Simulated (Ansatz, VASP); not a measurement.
**One calculation of Nb, two programs**

```
Nb
1.0
    -1.66395    1.75131    1.66395
     1.66395   -1.75131    1.66395
     1.66395    1.75131   -1.66395
Nb
1
Direct
  0.00000 0.00000 0.00000
```

Change from the starting cell: strain +0.0525 x Voigt [0, 1, 0, 0, 0, 0], atoms carried along.

Alike in both runs: task single point; functional PBE; k mesh 20 × 20 × 20; occupations gaussian, width 0.15 eV; no spin polarisation.

```csv
,VASP,Ansatz
version,VASP 6.6.1,Ansatz 0.2.0
potentials or method,"VASP PAW PBE potentials, release 64 (Nb_sv), cutoff 520 eV","scalar-relativistic, plane waves, PAW"
valence electrons in the cell,13,13
```

Ansatz gave:

| Quantity | Value |
| --- | --- |
| gap on the k mesh at the Fermi level (eV) | none |
| pressure (GPa) | -9.9 |
| traceless stress, the component that is largest in VASP (GPa) | -3.25 |

Q: What did VASP give for the same quantities?

A: gap on the k mesh at the Fermi level (eV): none; pressure (GPa): -10.1; traceless stress, the component that is largest in VASP (GPa): -3.23.

A gap of «none» marks a metal or a gap that the smearing closes.
